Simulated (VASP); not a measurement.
# Al15Pt8 (a cell with a defect) in VASP: further runs

Runs on Al15Pt8 (a cell with a defect). Level: PBE. Tasks: single point.

All numbers are computed with VASP 6.6.1; they aren't measurements. Logs are shortened: lines on timing, memory, paths and dates and some standing lists are left out, and cuts for length are marked.

## (1) The cell of the first run

The cell holds a defect, 23 atoms: a = 8.422 Å, b = 8.422 Å, c = 8.422 Å, α = 60.00°, β = 60.00°, γ = 60.00°.

## (2) Single point, PBE

The input, INCAR:

```
ALGO = Normal ; EDIFF = 1E-6
ENCUT = 520 ; GGA = PE
ISIF = 2 ; ISMEAR = 1
LASPH = True ; LCHARG = False
LREAL = Auto ; LWAVE = False
NBANDS = 80 ; NELM = 60
PREC = Accurate ; SIGMA = 0.15
```

The input, KPOINTS:

```
k-points
0
Gamma
  2 2 2
```

The input, POSCAR:

```
Al15Pt8
1.0
    0.0000000000      5.9552360000      5.9552360000
    5.9552360000      0.0000000000      5.9552360000
    5.9552360000      5.9552360000      0.0000000000
Pt Al
8 15
Direct
    0.0007698268      0.0038046351     -0.0042573460
    0.0005316330     -0.0030052545      0.4963239072
   -0.0130716062      0.5089449856      0.0082776736
    0.0007701626      0.4964118131      0.5031349723
    0.5027514443      0.0211609582     -0.0255774078
    0.5072366570     -0.0030059262      0.4963239072
    0.4969364774      0.5089459091      0.0082782613
    0.5027488415      0.4750837750      0.5205039733
    0.1241013790      0.1290029480      0.1212279413
    0.3721033054      0.3733763028      0.3761071769
    0.1287995975      0.1220799646      0.6214084547
    0.3596713044      0.3912043956      0.8905426250
    0.1208367729      0.6300429572      0.1293716152
    0.1241004555      0.6218961767      0.6283347125
    0.3721017941      0.8767765039      0.8727047929
    0.6267542546      0.1290048791      0.1212273535
    0.8794986462      0.3733774782      0.3761068411
    0.6384913209      0.1123845470      0.6117199218
    0.8714244070      0.3794536438      0.8787839810
    0.5911547418      0.6597187752      0.1590492803
    0.8829069914      0.8679737461      0.3672995495
    0.6267553461      0.6218949173      0.6283363077
    0.8795036838      0.8767756643      0.8727052966
```

Potentials or basis: VASP PAW PBE potentials, release 64 (Pt, Al).

Command:

```
$ cat potpaw_PBE.64/Pt/POTCAR potpaw_PBE.64/Al/POTCAR > POTCAR
$ mpirun -np 1 vasp_std > vasp.out
```

OUTCAR:

```text
EDIFF = 1E-6
   ENCUT = 520
   GGA = PE
   ISIF = 2
   ISMEAR = 1
   LASPH = True
   LREAL = Auto
   NELM = 60
   PREC = Accurate

 ion  position               nearest neighbor table
   1  0.001  0.004  0.996-  15 2.55  23 2.55  21 2.56  13 2.57   9 2.57  16 2.57  11 2.57  19 2.58

   2  0.001  0.997  0.496-  18 2.49   9 2.58  14 2.58  21 2.58  23 2.59  17 2.59  11 2.60
   3  0.987  0.509  0.008-  17 2.53  23 2.53  12 2.56  19 2.58  13 2.59   9 2.61  14 2.61  20 2.74

   4  0.001  0.496  0.503-  10 2.55  17 2.55  21 2.56  13 2.57  14 2.57  22 2.57  11 2.57  19 2.58

   5  0.503  0.021  0.974-  18 2.50  20 2.53  12 2.56  15 2.60  23 2.60   9 2.61  16 2.61
   6  0.507  0.997  0.496-  18 2.49  16 2.58  22 2.58  21 2.58  15 2.59  10 2.59  11 2.60
   7  0.497  0.509  0.008-  10 2.53  15 2.53  12 2.56  19 2.58  13 2.59  16 2.61  22 2.61  20 2.74
[... 15 lines left out ...]
                            18 2.99  20 3.04
  16  0.627  0.129  0.121-   1 2.57   6 2.58   5 2.61   7 2.61  19 2.95  12 2.97  10 2.97  23 2.98
                            21 2.99
  17  0.879  0.373  0.376-   3 2.53   4 2.55   2 2.59   8 2.60  11 2.95  13 2.97   9 2.97  22 2.98
                            18 2.99  20 3.04
  18  0.638  0.112  0.612-   2 2.49   6 2.49   8 2.50   5 2.50  21 2.91  15 2.99  23 2.99  17 2.99
                            10 2.99  12 3.32
  19  0.871  0.379  0.879-   7 2.58   3 2.58   1 2.58   4 2.58  22 2.95  14 2.95  16 2.95   9 2.95
                            11 3.07  20 3.34
  20  0.591  0.660  0.159-   5 2.53   8 2.53   7 2.74   3 2.74  10 3.04  15 3.04  17 3.04  23 3.04
                            19 3.34
  21  0.883  0.868  0.367-   1 2.56   4 2.56   2 2.58   6 2.58  13 2.83  18 2.91   9 2.99  16 2.99
                            14 2.99  22 2.99
  22  0.627  0.622  0.628-   4 2.57   6 2.58   8 2.61   7 2.61  19 2.95  12 2.97  15 2.97  17 2.98
                            21 2.99
  23  0.880  0.877  0.873-   3 2.53   1 2.55   2 2.59   5 2.60  11 2.95  13 2.97  14 2.97  16 2.98
                            18 2.99  20 3.04

  LATTYP: Found a face centered cubic cell.
 ALAT       =    11.9104720000

  Lattice vectors:

 A1 = (   0.0000000000,   5.9552360000,   5.9552360000)
 A2 = (   5.9552360000,   0.0000000000,   5.9552360000)
 A3 = (   5.9552360000,   5.9552360000,   0.0000000000)

Analysis of symmetry for initial positions (statically):
=====================================================================
 Subroutine PRICEL returns:
 Original cell was already a primitive cell.

 Routine SETGRP: Setting up the symmetry group for a
 face centered cubic supercell.

 Subroutine GETGRP returns: Found  2 space group operations
 (whereof  1 operations were pure point group operations)
 out of a pool of 48 trial point group operations.

The static configuration has the point symmetry C_1 .
 The point group associated with its full space group is C_1h.

Analysis of symmetry for dynamics (positions and initial velocities):
=====================================================================
 Subroutine PRICEL returns:
 Original cell was already a primitive cell.

 Routine SETGRP: Setting up the symmetry group for a
 face centered cubic supercell.

 Subroutine GETGRP returns: Found  2 space group operations
 (whereof  1 operations were pure point group operations)
 out of a pool of 48 trial point group operations.

The dynamic configuration has the point symmetry C_1 .
 The point group associated with its full space group is C_1h.

 Subroutine INISYM returns: Found  2 space group operations
 (whereof  1 operations are pure point group operations),
 and found     1 'primitive' translations

----------------------------------------------------------------------------------------

                                     Primitive cell

  volume of cell :     422.4029

  direct lattice vectors                    reciprocal lattice vectors
     0.000000000  5.955236000  5.955236000    -0.083959729  0.083959729  0.083959729
     5.955236000  0.000000000  5.955236000     0.083959729 -0.083959729  0.083959729
     5.955236000  5.955236000  0.000000000     0.083959729  0.083959729 -0.083959729

  length of vectors
     8.421975518  8.421975518  8.421975518     0.145422516  0.145422516  0.145422516

  position of ions in fractional coordinates (direct lattice)
     0.000769827  0.003804635  0.995742654
     0.000531633  0.996994745  0.496323907
     0.986928394  0.508944986  0.008277674
     0.000770163  0.496411813  0.503134972
     0.502751444  0.021160958  0.974422592
     0.507236657  0.996994074  0.496323907
[... 15 lines left out ...]
     0.626755346  0.621894917  0.628336308
     0.879503684  0.876775664  0.872705297

  ion indices of the primitive-cell ions
   primitive index   ion index
                 1           1
                 2           2
                 3           3
                 4           4
                 5           5
                 6           6
[... 15 lines left out ...]
                22          22
                23          23

----------------------------------------------------------------------------------------

 KPOINTS: k-points

Automatic generation of k-mesh.
 Grid dimensions read from file:
 generate k-points for:    2    2    2

 Generating k-lattice:

  Cartesian coordinates                     Fractional coordinates (reciprocal lattice)
    -0.041979864  0.041979864  0.041979864     0.500000000  0.000000000  0.000000000
     0.041979864 -0.041979864  0.041979864     0.000000000  0.500000000  0.000000000
     0.041979864  0.041979864 -0.041979864     0.000000000  0.000000000  0.500000000

  Length of vectors
     0.072711258  0.072711258  0.072711258

  Shift w.r.t. Gamma in fractional coordinates (k-lattice)
     0.000000000  0.000000000  0.000000000

 Subroutine IBZKPT returns following result:
 ===========================================

 Found      6 irreducible k-points:

 Following reciprocal coordinates:
            Coordinates               Weight
  0.000000  0.000000  0.000000      1.000000
  0.500000  0.000000  0.000000      2.000000
  0.000000  0.500000  0.000000      1.000000
  0.000000  0.000000  0.500000      1.000000
  0.500000  0.500000  0.000000      2.000000
  0.000000  0.500000  0.500000      1.000000
   k-points           NKPTS =      6   k-points in BZ     NKDIM =      6   number of bands    NBANDS=     80
   number of dos      NEDOS =    301   number of ions     NIONS =     23
   total plane-waves  NPLWV = 262144
   dimension x,y,z NGX =    64 NGY =   64 NGZ =   64
   dimension x,y,z NGXF=   128 NGYF=  128 NGZF=  128
   ions per type =               8  15
   NGX,Y,Z   is equivalent  to a cutoff of  12.63, 12.63, 12.63 a.u.
   NGXF,Y,Z  is equivalent  to a cutoff of  25.27, 25.27, 25.27 a.u.
 SYSTEM =  unknown system
   PREC   = accura    normal or accurate (medium, high low for compatibility)
   ISTART =      0    job   : 0-new  1-cont  2-samecut
   ICHARG =      2    charge: 1-file 2-atom 10-const
   ISPIN  =      1    spin polarized calculation?
   LNONCOLLINEAR =      F non collinear calculations
   LSORBIT =      F    spin-orbit coupling
   LASPH  =      T    aspherical Exc in radial PAW
   ENCUT  =  520.0 eV  38.22 Ry    6.18 a.u.  15.66 15.66 15.66*2*pi/ulx,y,z
   NELM   =     60;   NELMIN=  2; NELMDL= -5     # of ELM steps
   EDIFF  = 0.1E-05   stopping-criterion for ELM
   LREAL  =      T    real-space projection
   EDIFFG = 0.1E-04   stopping-criterion for IOM
   NSW    =      0    number of steps for IOM
   IBRION =     -1    ionic relax: 0-MD 1-quasi-New 2-CG
   NFREE  =      0    steps in history (QN), initial steepest desc. (CG)
   ISIF   =      2    stress and relaxation
   ISYM   =      2    0-nonsym 1-usesym 2-fastsym
   POTIM  = 0.5000    time-step for ionic-motion
   TEBEG  =    0.0;   TEEND  =   0.0 temperature during run
   PSTRESS=    0.0 pullay stress
   NELECT =     125.0000    total number of electrons
   NUPDOWN=      -1.0000    fix difference up-down
   EMIN   =  10.00;   EMAX   =-10.00  energy-range for DOS
   EFERMI =   0.00;   METHOD = LEGACY
   ISMEAR =     1;   SIGMA  =   0.15  broadening in eV -4-tet -1-fermi 0-gaus
   EFERMI_NEDOS =   21; number of points for ismear=-14 and -15
   IALGO  =     38    algorithm
   IMIX   =      4    mixing-type and parameters
     AMIX     =   0.40;   BMIX     =  1.00
     AMIX_MAG =   1.60;   BMIX_MAG =  1.00
  volume/ion in A,a.u.               =      18.37       123.94
  Fermi-wavevector in a.u.,A,eV,Ry     =   1.090944  2.061586 16.193099  1.190159
  Thomas-Fermi vector in A             =   2.227179
   LORBIT       =      0    0 simple, 1 ext, 2 COOP (PROOUT), +10 PAW based schemes
   GGA     = PE    functional components
   LHFCALC =     F    Hartree Fock is set to
   AEXX    =    0.0000 exact exchange contribution
   IVDW    =     0    specifies the selected vdW correction
   LEPSILON=     F    determine dielectric tensor
   LRPA    =     F    only Hartree local field effects (RPA)
 non-spin polarized calculation
 Methfessel and Paxton  Order N= 1 SIGMA  =   0.15
  energy-cutoff  :      520.00
  volume of cell :      422.40
 maximum number of plane-waves:     11414
 NGX is ok and might be reduce to    64
   NGX = 31   NGY = 31   NGZ = 31

 number of electron     125.0000002 magnetization

 Free energy of the ion-electron system (eV)
  ---------------------------------------------------
  ext. energy  EPLUGINS =         0.00000000
  ---------------------------------------------------
  free energy    TOTEN  =      -123.66932412 eV

  energy without entropy =     -123.61702100  energy(sigma->0) =     -123.65188975

 E-fermi :   7.0368     XC(G=0): -10.4100

 val. band max:        7.0225895232   @ k =   0.0000   0.0000   0.5000
 cond. band min:       7.0629771808   @ k =   0.0000   0.0000   0.5000
 fundamental gap:      0.0403876576
 Fermi energy:         7.0368157222

 k-point     1 :       0.0000    0.0000    0.0000
  band No.  band energies     occupation
      1      -2.7228      2.00000
      2      -0.4966      2.00000
      3      -0.4939      2.00000
      4      -0.4807      2.00000
      5      -0.3484      2.00000
      6       1.1101      2.00000
[... 451 lines left out ...]
     73      10.1655      0.00000
     74      10.4300      0.00000
 [bands above 74 left out]

------------------------ aborting loop because EDIFF is reached ----------------------------------------

  FORCE on cell =-STRESS in cart. coord.  units (eV):
  Direction    XX          YY          ZZ          XY          YZ          ZX
  --------------------------------------------------------------------------------------
  -------------------------------------------------------------------------------------
  Total       -2.7707577     -3.2910478     -3.2910478     -0.0008466     -1.3872992      0.0008463
  in kB      -10.5095036    -12.4829677    -12.4829677     -0.0032113     -5.2620357      0.0032100
  external PRESSURE =     -11.8251464 kB  Pullay stress =       0.0000000 kB

 VOLUME and BASIS-vectors are now :
 -----------------------------------------------------------------------------
  energy-cutoff  :      520.00
  volume of cell :      422.40
      direct lattice vectors                 reciprocal lattice vectors
     0.000000000  5.955236000  5.955236000    -0.083959729  0.083959729  0.083959729
     5.955236000  0.000000000  5.955236000     0.083959729 -0.083959729  0.083959729
     5.955236000  5.955236000  0.000000000     0.083959729  0.083959729 -0.083959729

 POSITION                                       TOTAL-FORCE (eV/Angst)
 -----------------------------------------------------------------------------------
      5.95254      5.93447      0.02724         0.038140      0.002983     -0.002983
      8.89307      2.95889      5.94051         0.056508     -0.020070     -0.020064
      3.08018      5.92669      8.90828         0.023110      0.008296      0.006066
      5.95254      3.00087      2.96084         0.037798     -0.004514      0.004514
      5.92894      8.79692      3.12002         0.012010      0.046615     -0.046615
      8.89306      5.97644      8.95805         0.056508      0.020064      0.020070
[... 15 lines left out ...]
      7.44542      7.47437      7.43601         0.023493     -0.001088      0.006109
     10.41857     10.43482     10.45906         0.051540      0.018655     -0.000097
 -----------------------------------------------------------------------------------
    total drift:                               -0.014404      0.001700     -0.003181

  FREE ENERGIE OF THE ION-ELECTRON SYSTEM (eV)
  ---------------------------------------------------
  free  energy   TOTEN  =      -123.6693241192 eV

  energy  without entropy=     -123.6170210039  energy(sigma->0) =     -123.65188975
```

It took 2.8 min on 1 thread of Intel Xeon 6975P-C (Granite Rapids), shared host; peak memory 0.59 GiB.

What came out:

* Free energy: -123.6693 eV
* Pressure: -1.2 GPa
* Largest force: 0.734 eV/Å
* Band gap on the k mesh: zero (an odd number of electrons rules out a gap without spin polarisation)

Forces on the atoms (eV/Å):
```
Pt   0.038  0.003 -0.003
Pt   0.057 -0.020 -0.020
Pt   0.023  0.008  0.006
Pt   0.038 -0.005  0.005
Pt   0.012  0.047 -0.047
Pt   0.057  0.020  0.020
Pt   0.023 -0.006 -0.008
Pt   0.011 -0.046  0.046
Al   0.023  0.000 -0.005
Al   0.051 -0.018  0.000
Al   0.049 -0.001  0.001
Al  -0.040  0.002 -0.002
Al   0.033  0.000  0.000
Al   0.023 -0.006  0.001
Al   0.052  0.000 -0.019
Al   0.023  0.005  0.000
Al   0.051  0.000  0.018
Al   0.108  0.000  0.000
Al   0.015 -0.001  0.001
Al  -0.734  0.000  0.000
Al   0.011  0.000  0.000
Al   0.023 -0.001  0.006
Al   0.052  0.019  0.000
```

Stress tensor (GPa, compression positive):
```
-1.05  0.00  0.00
 0.00 -1.25 -0.53
 0.00 -0.53 -1.25
```

Caveat: the k points lie up to 0.46 Å⁻¹ apart, too coarse for converged energies and pressures of a metal; spin-orbit coupling is left out, which moves the levels of the heavy elements.

## (3) Single point, PBE

The input, INCAR:

```
SYSTEM = Al15Pt8
ALGO     = Normal         ! electronic algorithm
EDIFF    = 1E-7           ! SCF threshold, eV
ENCUT    = 520            ! plane-wave cutoff, eV
GGA      = PE             ! functional
ISIF     = 2              ! what is computed and relaxed
ISMEAR   = 1              ! smearing method
LASPH    = .True.         ! aspherical terms in the spheres
LCHARG   = .True.         ! write CHGCAR
LELF     = .True.         ! ELF
LREAL    = Auto         
LVHAR    = .True.       
LWAVE    = .False.        ! write WAVECAR
NBANDS   = 80             ! bands
NELM     = 60             ! most SCF steps
PREC     = Accurate       ! precision mode
SIGMA    = 0.15           ! smearing width, eV
```

The input, KPOINTS:

```
k-points
0
Gamma
  2 2 2
  0 0 0
```

The input, POSCAR:

```
Al15Pt8
1.0
    0.0000000000      5.9552360000      5.9552360000
    5.9552360000      0.0000000000      5.9552360000
    5.9552360000      5.9552360000      0.0000000000
Pt Al
8 15
Direct
    0.0010257360      0.0035122873     -0.0045219870
    0.0053104529     -0.0055541040      0.4938474311
   -0.0119452865      0.5091432145      0.0085464287
    0.0010271633      0.4960730356      0.5029147459
    0.5010333763      0.0305186898     -0.0315428305
    0.5074398395     -0.0055541040      0.4938482707
    0.4952990108      0.5091459851      0.0085486956
    0.5010309415      0.4690380868      0.5299419704
    0.1235383451      0.1293789197      0.1205545842
    0.3732928468      0.3721323555      0.3769202430
    0.1289792714      0.1218428623      0.6212423823
    0.3560684245      0.3947491753      0.8941617931
    0.1197575545      0.6310639075      0.1304642671
    0.1235393526      0.6211508662      0.6287801189
    0.3732925110      0.8775161891      0.8715315396
    0.6275702592      0.1293811026      0.1205539126
    0.8786960752      0.3721337828      0.3769188156
    0.6427544601      0.1080619643      0.6074742462
    0.8715237314      0.3792980664      0.8786970827
    0.5463330085      0.7044666240      0.2038814247
    0.8834436620      0.8673786396      0.3667779917
    0.6275722742      0.6211493550      0.6287817981
    0.8787025401      0.8775143420      0.8715320434
```

Potentials or basis: VASP PAW PBE potentials, release 64 (Pt, Al).

Command:

```
$ cat potpaw_PBE.64/Pt/POTCAR potpaw_PBE.64/Al/POTCAR > POTCAR
$ mpirun -np 1 vasp_std > vasp.out
```

Wall time 4.6 min (1 thread of Intel Xeon 6975P-C (Granite Rapids), shared host); peak memory 0.63 GiB.

Results (log left out):

* Free energy: -123.1691 eV
* Pressure: -1.0 GPa
* Largest force: 0.832 eV/Å
* Band gap on the k mesh: zero (an odd number of electrons rules out a gap without spin polarisation)

Forces on the atoms (eV/Å):
```
Pt   0.028 -0.001  0.002
Pt   0.054 -0.020 -0.020
Pt   0.062 -0.026 -0.027
Pt   0.031 -0.001  0.000
Pt   0.023 -0.006  0.010
Pt   0.053  0.020  0.021
Pt   0.064  0.024  0.023
Pt   0.026  0.008 -0.006
Al   0.014 -0.002 -0.010
Al   0.050 -0.013 -0.016
Al   0.031  0.001  0.002
Al   0.058  0.000  0.000
Al   0.047  0.001  0.001
Al   0.013 -0.009 -0.002
Al   0.050 -0.017 -0.012
Al   0.014  0.008  0.002
Al   0.049  0.018  0.011
Al   0.068 -0.001 -0.002
Al   0.055  0.001  0.002
Al  -0.832  0.001 -0.002
Al  -0.021  0.000 -0.001
Al   0.013  0.000  0.009
Al   0.049  0.012  0.016
```

Stress tensor (GPa, compression positive):
```
-0.61  0.00  0.00
 0.00 -1.14 -1.25
 0.00 -1.25 -1.14
```

Levels at points of the mesh, in eV from the Fermi level:
```
           k point  band 59  band 60  band 61  band 62  band 63  band 64  band 65  band 66  band 67  band 68
(0.00, 0.00, 0.00)    -1.00    -0.90    -0.80     1.24     1.24     1.35     1.37     1.56     1.71     1.78
(0.50, 0.00, 0.00)    -0.62    -0.43    -0.23    -0.14    -0.05    -0.04     0.12     0.25     0.59     0.90
(0.00, 0.50, 0.00)    -0.63    -0.59    -0.44    -0.09    -0.01    -0.01     0.17     0.20     0.50     0.60
(0.00, 0.00, 0.50)    -0.63    -0.59    -0.44    -0.09    -0.01    -0.01     0.17     0.20     0.50     0.60
(0.50, 0.50, 0.50)    -0.62    -0.43    -0.23    -0.14    -0.05    -0.04     0.12     0.25     0.59     0.91
(0.50, 0.50, 0.00)    -0.74    -0.68    -0.59    -0.54     0.36     0.38     0.77     0.77     0.96     1.02
(0.00, 0.50, 0.50)    -0.94    -0.60    -0.59    -0.51     0.39     0.62     0.68     0.80     0.94     1.21
(0.50, 0.00, 0.50)    -0.74    -0.68    -0.59    -0.54     0.36     0.38     0.77     0.77     0.96     1.02
```

Caveat: the k points lie up to 0.46 Å⁻¹ apart, too coarse for converged energies and pressures of a metal; spin-orbit coupling is left out, which moves the levels of the heavy elements.
